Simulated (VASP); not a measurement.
# TaS2 (P-3m1) in VASP: a series of runs

The runs below take TaS2 through single point, with r2SCAN+U.

Everything below comes from runs of VASP 6.6.1. Logs are shortened: lines on timing, memory, paths and dates and some standing lists are left out, and cuts for length are marked.

### 1 The cell of the first run

Symmetry: P-3m1, No. 164, trigonal system. The conventional cell has a = 3.350 Å, b = 3.350 Å, c = 5.860 Å, α = 90.00°, β = 90.00°, γ = 120.00°. Ta (site symmetry -3m) has 6 S at 2.43 Å within 3.2 Å. S (site symmetry 3m) has 3 Ta at 2.43 Å within 3.2 Å.

### 2 Single point, r2SCAN+U, collinear spin

Contents of POSCAR:

```
TaS2
1.0
    3.3500014000      0.0000000000      0.0000000000
   -1.6750007000      2.9011863100      0.0000000000
    0.0000000000      0.0000000000      5.8599987400
Ta S
1 2
Direct
    0.0000000000      0.0000000000      0.0000000000
    0.3333333333      0.6666666667      0.2500000000
    0.6666666667      0.3333333333      0.7500000000
```

Contents of INCAR.step1:

```
SYSTEM = TaS2
PREC = Accurate
ENCUT = 550
ISMEAR = 0
SIGMA = 0.05
LREAL = .False.
LASPH = .True.
NELM = 200
ISPIN = 2
MAGMOM = 1 0 0
LMAXMIX = 4
LDAU = .True.
LDAUTYPE = 2
LDAUL = 2 -1
LDAUU = 3 0
LDAUJ = 0 0
NBANDS = 22
GGA = PE
ALGO = Normal
EDIFF = 1E-5
LWAVE = .True.
LCHARG = .False.
GGA_COMPAT = .False.
```

Contents of INCAR.step2:

```
SYSTEM = TaS2
PREC = Accurate
ENCUT = 550
EDIFF = 1E-6
ISMEAR = 0
SIGMA = 0.05
LREAL = .False.
LASPH = .True.
NELM = 200
ALGO = Normal
ISIF = 2
LWAVE = .False.
LCHARG = .True.
ISPIN = 2
MAGMOM = 1 0 0
LORBIT = 11
LMAXMIX = 4
LDAU = .True.
LDAUTYPE = 2
LDAUL = 2 -1
LDAUU = 3 0
LDAUJ = 0 0
LDAUPRINT = 1
METAGGA = R2SCAN
LMIXTAU = .True.
LELF = .True.
LVHAR = .True.
NBANDS = 22
ISTART = 1
GGA_COMPAT = .False.
```

Contents of KPOINTS:

```
Automatic mesh
0
Gamma
  7 7 3
  0 0 0
```

Potentials or basis: VASP PAW PBE potentials, release 64 (Ta_pv, S).

On the command line:

```
cat potpaw_PBE.64/Ta_pv/POTCAR potpaw_PBE.64/S/POTCAR > POTCAR
cp INCAR.step1 INCAR
mpirun -np 1 vasp_std > vasp.out
cp INCAR.step2 INCAR
mpirun -np 1 vasp_std > vasp.out
```

OUTCAR:

```text
SYSTEM = TaS2
   PREC = Accurate
   ENCUT = 550
   EDIFF = 1E-6
   ISMEAR = 0
   LREAL = .False.
   LASPH = .True.
   NELM = 200
   ISIF = 2
   ISPIN = 2
   LORBIT = 11
   METAGGA = R2SCAN
   ISTART = 1

 ion  position               nearest neighbor table
   1  0.000  0.000  0.000-   2 2.43   3 2.43   3 2.43   2 2.43   3 2.43   2 2.43
   2  0.333  0.667  0.250-   1 2.43   1 2.43   1 2.43
   3  0.667  0.333  0.750-   1 2.43   1 2.43   1 2.43

  LATTYP: Found a hexagonal cell.
 ALAT       =     3.3500014000
 C/A-ratio  =     1.7492526242

  Lattice vectors:

 A1 = (   3.3500014000,   0.0000000000,   0.0000000000)
 A2 = (  -1.6750007000,   2.9011863100,   0.0000000000)
 A3 = (   0.0000000000,   0.0000000000,   5.8599987400)

Analysis of symmetry for initial positions (statically):
=====================================================================
 Subroutine PRICEL returns:
 Original cell was already a primitive cell.

 Routine SETGRP: Setting up the symmetry group for a
 hexagonal supercell.

 Subroutine GETGRP returns: Found 12 space group operations
 (whereof 12 operations were pure point group operations)
 out of a pool of 24 trial point group operations.

The static configuration has the point symmetry D_3d.

Analysis of symmetry for dynamics (positions and initial velocities):
=====================================================================
 Subroutine PRICEL returns:
 Original cell was already a primitive cell.

 Routine SETGRP: Setting up the symmetry group for a
 hexagonal supercell.

 Subroutine GETGRP returns: Found 12 space group operations
 (whereof 12 operations were pure point group operations)
 out of a pool of 24 trial point group operations.

The dynamic configuration has the point symmetry D_3d.

Analysis of structural, dynamic, and magnetic symmetry:
=====================================================================
 Subroutine PRICEL returns:
 Original cell was already a primitive cell.

 Routine SETGRP: Setting up the symmetry group for a
 hexagonal supercell.

 Subroutine GETGRP returns: Found 12 space group operations
 (whereof 12 operations were pure point group operations)
 out of a pool of 24 trial point group operations.

The overall configuration has the point symmetry D_3d.

 Subroutine INISYM returns: Found 12 space group operations
 (whereof 12 operations are pure point group operations),
 and found     1 'primitive' translations

----------------------------------------------------------------------------------------

                                     Primitive cell

  volume of cell :      56.9532

  direct lattice vectors                    reciprocal lattice vectors
     3.350001400  0.000000000  0.000000000     0.298507338  0.172343292  0.000000000
    -1.675000700  2.901186310  0.000000000     0.000000000  0.344686584  0.000000000
     0.000000000  0.000000000  5.859998740     0.000000000  0.000000000  0.170648501

  length of vectors
     3.350001400  3.350001396  5.859998740     0.344686584  0.344686584  0.170648501

  position of ions in fractional coordinates (direct lattice)
     0.000000000  0.000000000  0.000000000
     0.333333333  0.666666667  0.250000000
     0.666666667  0.333333333  0.750000000

  ion indices of the primitive-cell ions
   primitive index   ion index
                 1           1
                 2           2
                 3           3

----------------------------------------------------------------------------------------

 KPOINTS: Automatic mesh

Automatic generation of k-mesh.
 Grid dimensions read from file:
 generate k-points for:    7    7    3

 Generating k-lattice:

  Cartesian coordinates                     Fractional coordinates (reciprocal lattice)
     0.042643905  0.024620470  0.000000000     0.142857143  0.000000000  0.000000000
     0.000000000  0.049240941  0.000000000     0.000000000  0.142857143  0.000000000
     0.000000000  0.000000000  0.056882834     0.000000000  0.000000000  0.333333333

  Length of vectors
     0.049240941  0.049240941  0.056882834

  Shift w.r.t. Gamma in fractional coordinates (k-lattice)
[... 32 lines left out ...]
   dimension x,y,z NGX =    28 NGY =   28 NGZ =   48
   dimension x,y,z NGXF=    56 NGYF=   56 NGZF=   96
   ions per type =               1   2
   NGX,Y,Z   is equivalent  to a cutoff of  13.90, 13.90, 13.62 a.u.
   NGXF,Y,Z  is equivalent  to a cutoff of  27.79, 27.79, 27.23 a.u.
 SYSTEM =  TaS2
   PREC   = accura    normal or accurate (medium, high low for compatibility)
   ISTART =      1    job   : 0-new  1-cont  2-samecut
   ICHARG =      0    charge: 1-file 2-atom 10-const
   ISPIN  =      2    spin polarized calculation?
   LNONCOLLINEAR =      F non collinear calculations
   LSORBIT =      F    spin-orbit coupling
   LASPH  =      T    aspherical Exc in radial PAW
   ENCUT  =  550.0 eV  40.42 Ry    6.36 a.u.   6.41  6.41 11.21*2*pi/ulx,y,z
   NELM   =    200;   NELMIN=  2; NELMDL=  0     # of ELM steps
   EDIFF  = 0.1E-05   stopping-criterion for ELM
   LREAL  =      F    real-space projection
   EDIFFG = 0.1E-04   stopping-criterion for IOM
   NSW    =      0    number of steps for IOM
   IBRION =     -1    ionic relax: 0-MD 1-quasi-New 2-CG
   NFREE  =      0    steps in history (QN), initial steepest desc. (CG)
   ISIF   =      2    stress and relaxation
   ISYM   =      2    0-nonsym 1-usesym 2-fastsym
   POTIM  = 0.5000    time-step for ionic-motion
   TEBEG  =    0.0;   TEEND  =   0.0 temperature during run
   PSTRESS=    0.0 pullay stress
   NELECT =      23.0000    total number of electrons
   NUPDOWN=      -1.0000    fix difference up-down
   EMIN   =  10.00;   EMAX   =-10.00  energy-range for DOS
   EFERMI =   0.00;   METHOD = LEGACY
   ISMEAR =     0;   SIGMA  =   0.05  broadening in eV -4-tet -1-fermi 0-gaus
   EFERMI_NEDOS =   21; number of points for ismear=-14 and -15
   IALGO  =     38    algorithm
   IMIX   =      4    mixing-type and parameters
     AMIX     =   0.40;   BMIX     =  1.00
     AMIX_MAG =   1.60;   BMIX_MAG =  1.00
  volume/ion in A,a.u.               =      18.98       128.11
  Fermi-wavevector in a.u.,A,eV,Ry     =   1.210073  2.286705 19.922678  1.464276
  Thomas-Fermi vector in A             =   2.345630
   LORBIT       =     11    0 simple, 1 ext, 2 COOP (PROOUT), +10 PAW based schemes
 LDA+U is selected, type is set to LDAUTYPE =  2
   angular momentum for each species LDAUL =     2   -1
   U (eV)           for each species LDAUU =   3.0  0.0
   J (eV)           for each species LDAUJ =   0.0  0.0
   METAGGA = R2SCAN    functional components
   LHFCALC =     F    Hartree Fock is set to
   AEXX    =    0.0000 exact exchange contribution
   IVDW    =     0    specifies the selected vdW correction
   LEPSILON=     F    determine dielectric tensor
   LRPA    =     F    only Hartree local field effects (RPA)
 spin polarized calculation
 Gauss-broadening in eV      SIGMA  =   0.05
  energy-cutoff  :      550.00
  volume of cell :       56.95
 maximum number of plane-waves:      1679
 NGX is ok and might be reduce to    28
   NGX = 13   NGY = 13   NGZ = 23

atom =   1  type =  1  l = 2

 onsite density matrix

spin component  1

  0.2126  0.0000 -0.0000 -0.0201  0.0000
  0.0000  0.2913  0.0000  0.0000 -0.0201
 -0.0000  0.0000  0.1859  0.0000 -0.0000
 -0.0201  0.0000  0.0000  0.2913  0.0000
  0.0000 -0.0201 -0.0000  0.0000  0.2126

spin component  2

  0.1914  0.0000 -0.0000 -0.0476  0.0000
  0.0000  0.2508  0.0000  0.0000 -0.0476
 -0.0000  0.0000  0.1666  0.0000 -0.0000
 -0.0476  0.0000  0.0000  0.2508  0.0000
  0.0000 -0.0476 -0.0000  0.0000  0.1914

 occupancies and eigenvectors

  o =  0.1650  v =  0.0000  0.0000  0.0000  0.0000  0.0000  0.0000  0.4849  0.0000  0.0000  0.8745      0.0000  0.0000  0.0000  0.0000  0.0000  0.0000  0.0000  0.0000  0.0000  0.0000
  o =  0.1650  v =  0.0000  0.0000  0.0000  0.0000  0.0000 -0.8745  0.0000 -0.0000 -0.4849  0.0000      0.0000  0.0000  0.0000  0.0000  0.0000  0.0000  0.0000  0.0000  0.0000  0.0000
  o =  0.1666  v =  0.0000  0.0000  0.0000  0.0000  0.0000  0.0000 -0.0000  1.0000 -0.0000 -0.0000      0.0000  0.0000  0.0000  0.0000  0.0000  0.0000  0.0000  0.0000  0.0000  0.0000
  o =  0.1859  v =  0.0000  0.0000  1.0000 -0.0000  0.0000  0.0000  0.0000  0.0000  0.0000  0.0000      0.0000  0.0000  0.0000  0.0000  0.0000  0.0000  0.0000  0.0000  0.0000  0.0000
  o =  0.2078  v =  0.0000  0.2338 -0.0000  0.0000  0.9723  0.0000  0.0000  0.0000  0.0000  0.0000      0.0000  0.0000  0.0000  0.0000  0.0000  0.0000  0.0000  0.0000  0.0000  0.0000
  o =  0.2078  v = -0.9723  0.0000 -0.0000 -0.2338  0.0000  0.0000  0.0000  0.0000  0.0000  0.0000      0.0000  0.0000  0.0000  0.0000  0.0000  0.0000  0.0000  0.0000  0.0000  0.0000
  o =  0.2772  v =  0.0000  0.0000  0.0000  0.0000  0.0000  0.0000 -0.8745 -0.0000  0.0000  0.4849      0.0000  0.0000  0.0000  0.0000  0.0000  0.0000  0.0000  0.0000  0.0000  0.0000
  o =  0.2772  v =  0.0000  0.0000  0.0000  0.0000  0.0000 -0.4849  0.0000  0.0000  0.8745 -0.0000      0.0000  0.0000  0.0000  0.0000  0.0000  0.0000  0.0000  0.0000  0.0000  0.0000
  o =  0.2961  v =  0.0000  0.9723  0.0000  0.0000 -0.2338  0.0000  0.0000  0.0000  0.0000  0.0000      0.0000  0.0000  0.0000  0.0000  0.0000  0.0000  0.0000  0.0000  0.0000  0.0000
  o =  0.2961  v = -0.2338 -0.0000  0.0000  0.9723 -0.0000  0.0000  0.0000  0.0000  0.0000  0.0000      0.0000  0.0000  0.0000  0.0000  0.0000  0.0000  0.0000  0.0000  0.0000  0.0000

 number of electron      22.9999999 magnetization       0.1781446

 Free energy of the ion-electron system (eV)
  ---------------------------------------------------
  ext. energy  EPLUGINS =         0.00000000
  ---------------------------------------------------
  free energy    TOTEN  =       -65.38995813 eV

  energy without entropy =      -65.38863972  energy(sigma->0) =      -65.38929893

 E-fermi :   6.0359     XC(G=0): -11.1701

 val. band max:        5.9394549347   @ k =  -0.1429   0.4286   0.3333
 cond. band min:       6.0730451731   @ k =   0.1429   0.1429   0.0000
 fundamental gap:      0.1335902384
 Fermi energy:         6.0359095029

 spin component 1

 k-point     1 :       0.0000    0.0000    0.0000
  band No.  band energies     occupation
      1     -31.5207      1.00000
      2     -31.4856      1.00000
      3     -31.4856      1.00000
      4     -10.3011      1.00000
      5      -8.1047      1.00000
      6      -1.6244      1.00000
[... 489 lines left out ...]
     21      15.3993      0.00000
     22      16.7031      0.00000
 Fermi energy:         6.0359095029

 spin component 2

 k-point     1 :       0.0000    0.0000    0.0000
  band No.  band energies     occupation
      1     -31.3912      1.00000
      2     -31.3746      1.00000
      3     -31.3746      1.00000
      4     -10.2884      1.00000
      5      -8.1134      1.00000
      6      -1.5855      1.00000
[... 489 lines left out ...]
     21      15.4465      0.00000
     22      16.7699      0.00000

------------------------ aborting loop because EDIFF is reached ----------------------------------------

  FORCE on cell =-STRESS in cart. coord.  units (eV):
  Direction    XX          YY          ZZ          XY          YZ          ZX
  --------------------------------------------------------------------------------------
  -------------------------------------------------------------------------------------
  Total        3.9711099      3.9711099      4.1924982      0.0000000      0.0000000      0.0000000
  in kB      111.7131650    111.7131646    117.9411442      0.0000000      0.0000000      0.0000000
  external PRESSURE =     113.7891579 kB  Pullay stress =       0.0000000 kB

 VOLUME and BASIS-vectors are now :
 -----------------------------------------------------------------------------
  energy-cutoff  :      550.00
  volume of cell :       56.95
      direct lattice vectors                 reciprocal lattice vectors
     3.350001400  0.000000000  0.000000000     0.298507338  0.172343292  0.000000000
    -1.675000700  2.901186310  0.000000000     0.000000000  0.344686584  0.000000000
     0.000000000  0.000000000  5.859998740     0.000000000  0.000000000  0.170648501

 POSITION                                       TOTAL-FORCE (eV/Angst)
 -----------------------------------------------------------------------------------
      0.00000      0.00000      0.00000        -0.000000      0.000000      0.000000
     -0.00000      1.93412      1.46500         0.000000      0.000000      1.272627
      1.67500      0.96706      4.39500        -0.000000     -0.000000     -1.272627
 -----------------------------------------------------------------------------------
    total drift:                               -0.000000     -0.000000     -0.000000

  FREE ENERGIE OF THE ION-ELECTRON SYSTEM (eV)
  ---------------------------------------------------
  free  energy   TOTEN  =       -65.3899581308 eV

  energy  without entropy=      -65.3886397205  energy(sigma->0) =      -65.38929893

 total charge

# of ion       s       p       d       tot
------------------------------------------
    1        0.340   6.253   2.200   8.793
    2        1.343   2.456   0.000   3.799
    3        1.343   2.456   0.000   3.799
--------------------------------------------------
tot          3.026  11.166   2.200  16.392

 magnetization (x)

# of ion       s       p       d       tot
------------------------------------------
    1        0.004   0.002   0.141   0.146
    2        0.000  -0.009   0.000  -0.009
    3        0.000  -0.009   0.000  -0.009
--------------------------------------------------
tot          0.004  -0.017   0.141   0.128
```

Run time: 4.8 min. Hardware: 1 thread of AMD EPYC 7R13, shared host; peak memory 0.22 GiB.

Results:

```
Free energy                                           : -65.3900 eV
Pressure                                              : 11.4 GPa
Largest force                                         : 1.273 eV/Å
Net moment                                            : 0.18 μB per cell
Site moments                                          : Ta +0.15; S -0.01 μB
Valence electrons inside the program's atomic spheres : Ta 8.79; S 3.80
```

Forces in eV/Å, atoms in the order of the input:
```
Ta   0.000  0.000  0.000
S    0.000  0.000  1.273
S    0.000  0.000 -1.273
```

Stress tensor (GPa, compression positive):
```
11.17  0.00  0.00
 0.00 11.17  0.00
 0.00  0.00 11.79
```

Eigenvalues of the final occupation matrices:
```tsv
site	spin	trace	eigenvalues
site 1 d	1	1.19	0.19 0.21 0.21 0.30 0.30
site 1 d	2	1.05	0.16 0.16 0.17 0.28 0.28
```

Caveat: the cell stands under pressure; an empty level that is flat over the whole mesh can mark a ghost state of the potentials, or a narrow d or f band; the PAW data sets were made with another functional, which shifts forces and pressure a little; spin-orbit coupling is left out, which moves the levels of the heavy elements.

[end of part 1 of 2]
